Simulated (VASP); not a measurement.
Here is a VASP 6.6.1 calculation.

INCAR

```
SYSTEM = Au
ALGO = Normal
EDIFF = 1E-6
ENCUT = 500
GGA = PS
GGA_COMPAT = .FALSE.
ISIF = 2
ISMEAR = 0
LASPH = .TRUE.
LCHARG = .TRUE.
LELF = .TRUE.
LREAL = .FALSE.
LVHAR = .TRUE.
LWAVE = .FALSE.
NBANDS = 12
NELM = 120
PREC = Accurate
SIGMA = 0.1
```

File KPOINTS:

```
k-points
0
G
  8 8 8
  0 0 0
```

The input POSCAR:

```
Au
1.0
   -1.3987882093      1.3987882093      2.1812319234
    1.3987882093     -1.3987882093      2.1812319234
    1.3987882093      1.3987882093     -2.1812319234
Au
1
Direct
    0.0000000000      0.0000000000      0.0000000000
```

Potentials or basis: VASP PAW PBE potentials, release 64 (Au).

Run with:

```bash
$ cat potpaw_PBE.64/Au/POTCAR > POTCAR
$ mpirun -np 1 vasp_std > vasp.out
```

Q: Estimate the pressure.

A: 0.0 GPa.

Q: Predict the band gap on the k mesh.

A: Zero (an odd number of electrons rules out a gap without spin polarisation).

Stress tensor (GPa, compression positive):
```
-0.03  0.00  0.00
 0.00 -0.03  0.00
 0.00  0.00  0.05
```

Caveat: the PAW data sets were made with another functional, which shifts forces and pressure a little; spin-orbit coupling is left out, which moves the levels of the heavy elements.
